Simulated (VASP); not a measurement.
# BN (F-43m) in VASP: further runs, part 2 of 2

VASP 6.6.1.

### 5 Single point, LDA

Input file INCAR:

```
SYSTEM = BN
  ALGO = Normal
  EDIFF = 1E-6
  ENCUT = 600
  GGA = CA
  GGA_COMPAT = .False.
  ISIF = 2
  ISMEAR = 0
  LASPH = .True.
  LCHARG = .False.
  LREAL = .False.
  LWAVE = .False.
  NBANDS = 11
  NELM = 120
  PREC = Accurate
  SIGMA = 0.1
```

Input file KPOINTS:

```
k-points
0
Gamma
  10 10 10
  0 0 0
```

Input file POSCAR:

```
BN
1.0
    0.0000000000      1.7905249283      1.7905249283
    1.7905249283      0.0000000000      1.7905249283
    1.7905249283      1.7905249283      0.0000000000
B N
1 1
Direct
    0.0000000000      0.0000000000      0.0000000000
    0.7500000000      0.7500000000      0.7500000000
```

Potentials or basis: VASP PAW LDA potentials, release 64 (B, N).

Run with:

```console
$ cat potpaw_LDA.64/B/POTCAR potpaw_LDA.64/N/POTCAR > POTCAR
$ mpirun -np 1 vasp_std > vasp.out
```

OUTCAR:

```text
SYSTEM = BN
   EDIFF = 1E-6
   ENCUT = 600
   GGA = CA
   ISIF = 2
   ISMEAR = 0
   LASPH = .True.
   LREAL = .False.
   NELM = 120
   PREC = Accurate

 ion  position               nearest neighbor table
   1  0.000  0.000  0.000-   2 1.55   2 1.55   2 1.55   2 1.55
   2  0.750  0.750  0.750-   1 1.55   1 1.55   1 1.55   1 1.55

  LATTYP: Found a face centered cubic cell.
 ALAT       =     3.5810498566

  Lattice vectors:

 A1 = (   0.0000000000,   1.7905249283,   1.7905249283)
 A2 = (   1.7905249283,   0.0000000000,   1.7905249283)
 A3 = (   1.7905249283,   1.7905249283,   0.0000000000)

Analysis of symmetry for initial positions (statically):
=====================================================================
 Subroutine PRICEL returns:
 Original cell was already a primitive cell.

 Routine SETGRP: Setting up the symmetry group for a
 face centered cubic supercell.

 Subroutine GETGRP returns: Found 24 space group operations
 (whereof 24 operations were pure point group operations)
 out of a pool of 48 trial point group operations.

The static configuration has the point symmetry T_d .

Analysis of symmetry for dynamics (positions and initial velocities):
=====================================================================
 Subroutine PRICEL returns:
 Original cell was already a primitive cell.

 Routine SETGRP: Setting up the symmetry group for a
 face centered cubic supercell.

 Subroutine GETGRP returns: Found 24 space group operations
 (whereof 24 operations were pure point group operations)
 out of a pool of 48 trial point group operations.

The dynamic configuration has the point symmetry T_d .

 Subroutine INISYM returns: Found 24 space group operations
 (whereof 24 operations are pure point group operations),
 and found     1 'primitive' translations

----------------------------------------------------------------------------------------

                                     Primitive cell

  volume of cell :      11.4808

  direct lattice vectors                    reciprocal lattice vectors
     0.000000000  1.790524928  1.790524928    -0.279247718  0.279247718  0.279247718
     1.790524928  0.000000000  1.790524928     0.279247718 -0.279247718  0.279247718
     1.790524928  1.790524928  0.000000000     0.279247718  0.279247718 -0.279247718

  length of vectors
     2.532184637  2.532184637  2.532184637     0.483671235  0.483671235  0.483671235

  position of ions in fractional coordinates (direct lattice)
     0.000000000  0.000000000  0.000000000
     0.750000000  0.750000000  0.750000000

  ion indices of the primitive-cell ions
   primitive index   ion index
                 1           1
                 2           2

----------------------------------------------------------------------------------------

 KPOINTS: k-points

Automatic generation of k-mesh.
 Grid dimensions read from file:
 generate k-points for:   10   10   10

 Generating k-lattice:

  Cartesian coordinates                     Fractional coordinates (reciprocal lattice)
    -0.027924772  0.027924772  0.027924772     0.100000000  0.000000000  0.000000000
     0.027924772 -0.027924772  0.027924772     0.000000000  0.100000000  0.000000000
     0.027924772  0.027924772 -0.027924772     0.000000000  0.000000000  0.100000000

  Length of vectors
     0.048367124  0.048367124  0.048367124

  Shift w.r.t. Gamma in fractional coordinates (k-lattice)
     0.000000000  0.000000000  0.000000000

 Subroutine IBZKPT returns following result:
 ===========================================

 Found     47 irreducible k-points:

 Following reciprocal coordinates:
            Coordinates               Weight
  0.000000  0.000000  0.000000      1.000000
  0.100000  0.000000  0.000000      8.000000
  0.200000  0.000000  0.000000      8.000000
  0.300000  0.000000  0.000000      8.000000
  0.400000  0.000000  0.000000      8.000000
  0.500000  0.000000  0.000000      4.000000
[... 16 lines left out ...]
  0.300000  0.300000  0.000000      6.000000
  0.400000  0.300000  0.000000     24.000000
 [... further k-points ...]
   k-points           NKPTS =     47   k-points in BZ     NKDIM =     47   number of bands    NBANDS=     11
   number of dos      NEDOS =    301   number of ions     NIONS =      2
   total plane-waves  NPLWV =   8000
   dimension x,y,z NGX =    20 NGY =   20 NGZ =   20
   dimension x,y,z NGXF=    40 NGYF=   40 NGZF=   40
   ions per type =               1   1
   NGX,Y,Z   is equivalent  to a cutoff of  13.13, 13.13, 13.13 a.u.
   NGXF,Y,Z  is equivalent  to a cutoff of  26.26, 26.26, 26.26 a.u.
 SYSTEM =  BN
   PREC   = accura    normal or accurate (medium, high low for compatibility)
   ISTART =      0    job   : 0-new  1-cont  2-samecut
   ICHARG =      2    charge: 1-file 2-atom 10-const
   ISPIN  =      1    spin polarized calculation?
   LNONCOLLINEAR =      F non collinear calculations
   LSORBIT =      F    spin-orbit coupling
   LASPH  =      T    aspherical Exc in radial PAW
   ENCUT  =  600.0 eV  44.10 Ry    6.64 a.u.   5.06  5.06  5.06*2*pi/ulx,y,z
   NELM   =    120;   NELMIN=  2; NELMDL= -5     # of ELM steps
   EDIFF  = 0.1E-05   stopping-criterion for ELM
   LREAL  =      F    real-space projection
   EDIFFG = 0.1E-04   stopping-criterion for IOM
   NSW    =      0    number of steps for IOM
   IBRION =     -1    ionic relax: 0-MD 1-quasi-New 2-CG
   NFREE  =      0    steps in history (QN), initial steepest desc. (CG)
   ISIF   =      2    stress and relaxation
   ISYM   =      2    0-nonsym 1-usesym 2-fastsym
   POTIM  = 0.5000    time-step for ionic-motion
   TEBEG  =    0.0;   TEEND  =   0.0 temperature during run
   PSTRESS=    0.0 pullay stress
   NELECT =       8.0000    total number of electrons
   NUPDOWN=      -1.0000    fix difference up-down
   EMIN   =  10.00;   EMAX   =-10.00  energy-range for DOS
   EFERMI =   0.00;   METHOD = LEGACY
   ISMEAR =     0;   SIGMA  =   0.10  broadening in eV -4-tet -1-fermi 0-gaus
   EFERMI_NEDOS =   21; number of points for ismear=-14 and -15
   IALGO  =     38    algorithm
   IMIX   =      4    mixing-type and parameters
     AMIX     =   0.40;   BMIX     =  1.00
     AMIX_MAG =   1.60;   BMIX_MAG =  1.00
  volume/ion in A,a.u.               =       5.74        38.74
  Fermi-wavevector in a.u.,A,eV,Ry     =   1.451380  2.742710 28.660724  2.106504
  Thomas-Fermi vector in A             =   2.568884
   LORBIT       =      0    0 simple, 1 ext, 2 COOP (PROOUT), +10 PAW based schemes
   GGA     = CA    functional components
   LHFCALC =     F    Hartree Fock is set to
   AEXX    =    0.0000 exact exchange contribution
   IVDW    =     0    specifies the selected vdW correction
   LEPSILON=     F    determine dielectric tensor
   LRPA    =     F    only Hartree local field effects (RPA)
 non-spin polarized calculation
 Gauss-broadening in eV      SIGMA  =   0.10
  energy-cutoff  :      600.00
  volume of cell :       11.48
 maximum number of plane-waves:       392
   NGX = 11   NGY = 11   NGZ = 11

 number of electron       7.9999999 magnetization

 Free energy of the ion-electron system (eV)
  ---------------------------------------------------
  ext. energy  EPLUGINS =         0.00000000
  ---------------------------------------------------
  free energy    TOTEN  =       -19.41634808 eV

  energy without entropy =      -19.41634808  energy(sigma->0) =      -19.41634808

 E-fermi :   8.1467     XC(G=0): -13.2414

 val. band max:        7.7462067693   @ k =   0.0000   0.0000   0.0000
 cond. band min:      12.1231736372   @ k =   0.5000   0.5000   0.0000
 fundamental gap:      4.3769668679
 Fermi energy:         8.1466551812

 k-point     1 :       0.0000    0.0000    0.0000
  band No.  band energies     occupation
      1     -12.6469      2.00000
      2       7.7462      2.00000
      3       7.7462      2.00000
      4       7.7462      2.00000
      5      16.5634      0.00000
      6      16.5634      0.00000
      7      16.5634      0.00000
      8      18.6498      0.00000
      9      32.7745      0.00000
     10      35.8843      0.00000
     11      35.8843      0.00000
[... 309 lines left out ...]
 k-point    24 :       0.4000    0.3000    0.0000
  band No.  band energies     occupation
      1      -8.7435      2.00000
      2       0.9206      2.00000
      3       3.0955      2.00000
      4       3.5341      2.00000
      5      13.8175      0.00000
      6      18.4661      0.00000
      7      23.4398      0.00000
      8      23.4829      0.00000
      9      27.6452      0.00000
     10      35.1387      0.00000
     11      39.8770      0.00000

 [... further k-points ...]
[... 5 lines left out ...]
  --------------------------------------------------------------------------------------
  -------------------------------------------------------------------------------------
  Total        0.0423183      0.0423183      0.0423183     -0.0000000     -0.0000000      0.0000000
  in kB        5.9056540      5.9056540      5.9056540     -0.0000000     -0.0000000      0.0000000
  external PRESSURE =       5.9056540 kB  Pullay stress =       0.0000000 kB

 VOLUME and BASIS-vectors are now :
 -----------------------------------------------------------------------------
  energy-cutoff  :      600.00
  volume of cell :       11.48
      direct lattice vectors                 reciprocal lattice vectors
     0.000000000  1.790524928  1.790524928    -0.279247718  0.279247718  0.279247718
     1.790524928  0.000000000  1.790524928     0.279247718 -0.279247718  0.279247718
     1.790524928  1.790524928  0.000000000     0.279247718  0.279247718 -0.279247718

 POSITION                                       TOTAL-FORCE (eV/Angst)
 -----------------------------------------------------------------------------------
      0.00000      0.00000      0.00000        -0.000000     -0.000000     -0.000000
      2.68579      2.68579      2.68579         0.000000      0.000000      0.000000
 -----------------------------------------------------------------------------------
    total drift:                                0.000000      0.000000      0.000000

  FREE ENERGIE OF THE ION-ELECTRON SYSTEM (eV)
  ---------------------------------------------------
  free  energy   TOTEN  =       -19.4163480753 eV

  energy  without entropy=      -19.4163480753  energy(sigma->0) =      -19.41634808
```

It took 2.4 s on 1 thread of Intel Xeon 6975P-C (Granite Rapids), shared host; peak memory 0.11 GiB.

Results:

- Free energy: -19.4163 eV
- Pressure: 0.6 GPa
- Band gap on the k mesh: 4.38 eV, indirect (least direct gap 8.82 eV)

A k mesh can miss the band edges. Expect the measured gap to be larger: semilocal functionals such as LDA lack the derivative discontinuity.

### 6 Overview

| potentials or basis | cell | k mesh | cutoff (eV) | smearing | second run | gap on the mesh (eV) | pressure (GPa) |
| --- | --- | --- | --- | --- | --- | --- | --- |
| VASP PAW LDA potentials, release 64 (B_h, N_h) | a = 2.532 Å, angles 60.0°, 2 atoms | 12 × 12 × 12 | 910 | gaussian 0.01 eV | hard_potentials | 4.38 | 0.5 |
| VASP PAW LDA potentials, release 64 (B_h, N_h) | a = 2.532 Å, angles 60.0°, 2 atoms | 12 × 12 × 12 | 910 | gaussian 0.02 eV | hard_potentials | 4.38 | 0.5 |
| VASP PAW LDA potentials, release 64 (B, N) | a = 2.564 Å, angles 60.0°, 2 atoms | 8 × 8 × 8 | 600 | gaussian 0.1 eV | - | 4.33 | -13.6 |
| VASP PAW LDA potentials, release 64 (B, N) | a = 2.532 Å, angles 60.0°, 2 atoms | 10 × 10 × 10 | 600 | gaussian 0.1 eV | - | 4.38 | 0.6 |

Alike in all rows: task single point; level LDA; no spin polarisation.

Caveats: the cutoff is under 1.25 times the usual one of these potentials, so pressure, stress and relaxed cells hold a basis-set (Pulay) error (some runs).

Absolute energies hang on the potentials; compare differences alone.
